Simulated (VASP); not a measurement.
A run of VASP 6.6.1 is set up as follows.

The input INCAR:

```
SYSTEM = O
ALGO     = Normal         ! electronic algorithm
EDIFF    = 1E-7           ! SCF threshold, eV
ENCUT    = 520            ! plane-wave cutoff, eV
GGA      = PE             ! functional
ISIF     = 2              ! what is computed and relaxed
ISMEAR   = -1             ! smearing method
ISPIN    = 2              ! spin polarisation
LASPH    = .True.         ! aspherical terms in the spheres
LCHARG   = .False.        ! write CHGCAR
LORBIT   = 11             ! projections on sites
LREAL    = .False.        ! projectors in reciprocal space
LWAVE    = .False.        ! write WAVECAR
MAGMOM   = 0.6 -0.6 0.6 -0.6 ! initial moments
NBANDS   = 24             ! bands
NELM     = 150            ! most SCF steps
PREC     = Accurate       ! precision mode
SIGMA    = 0.05           ! smearing width, eV
```

File KPOINTS:

```
k-points
0
Gamma
  8 8 5
  0 0 0
```

The input POSCAR:

```
O
1.0
    0.4569114499     -1.6624159400      3.6470501824
    0.0000000000     -3.3248318800      0.0000000000
    5.7028057066      0.0000000000      0.0000000000
O
4
Direct
    0.1555740200      0.9222129900      0.9476668200
    0.1555740200      0.4222129900      0.4476668200
    0.8444259800      0.5777870100      0.5523331800
    0.8444259800      0.0777870100      0.0523331800
```

Potentials or basis: VASP PAW PBE potentials, release 64 (O).

Run with:

```sh
$ cat potpaw_PBE.64/O/POTCAR > POTCAR
$ mpirun -np 1 vasp_std > vasp.out
```

(1) Predict the net moment.

(2) What does it give for the largest force?

(3) Predict the band gap on the k mesh.

(4) Predict the pressure.

## Answers

(1) 0.00 μB per cell.

(2) 0.856 eV/Å.

(3) zero (filled and empty bands overlap).

(4) -0.2 GPa.

Caveat: the standard files for N, O and F lose accuracy on very short bonds; the stress differs along the axes, from -3 to 2 GPa; this functional lacks dispersion, which holds the molecules together, so the pressure and a relaxed volume are unreliable.
